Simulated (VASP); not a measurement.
Runs of VASP 6.6.1 on SiC5. The structure is that of space group P3m1 (No. 156), or close to it. The cells are those of the table. 

```csv
cell,k mesh,gap on the mesh (eV),pressure (GPa),largest force (eV/Å)
"a = 2.725, b = 2.725, c = 6.745 Å, angles 90.0, 90.0, 120.0°, 6 atoms",12 × 12 × 4,1.68,-0.6,0.06
"a = 2.697, b = 2.697, c = 6.677 Å, angles 90.0, 90.0, 120.0°, 6 atoms",9 × 9 × 4,(a),10.1,0.23
"a = 2.669, b = 2.669, c = 6.607 Å, angles 90.0, 90.0, 120.0°, 6 atoms",9 × 9 × 4,(b),22.4,0.54
"a = 2.725, b = 2.725, c = 6.745 Å, angles 90.0, 90.0, 120.0°, 6 atoms",9 × 9 × 4,1.84,-0.6,0.06
```

Alike in all rows: task single point; level r2SCAN; potentials or basis VASP PAW PBE potentials, release 64 (C_h, Si); no spin polarisation; cutoff (eV) 910; smearing gaussian 0.01 eV.

Problem. Estimate the missing entries.

Solution. (a) 1.83; (b) 1.82.

Caveats: the cutoff is under 1.25 times the usual one of these potentials, so pressure, stress and relaxed cells hold a basis-set (Pulay) error; the PAW data sets were made with another functional, which shifts forces and pressure a little; an odd mesh through Γ misses points on the zone boundary, where band edges can lie (at least some runs); the cell stands under pressure (at least some runs).
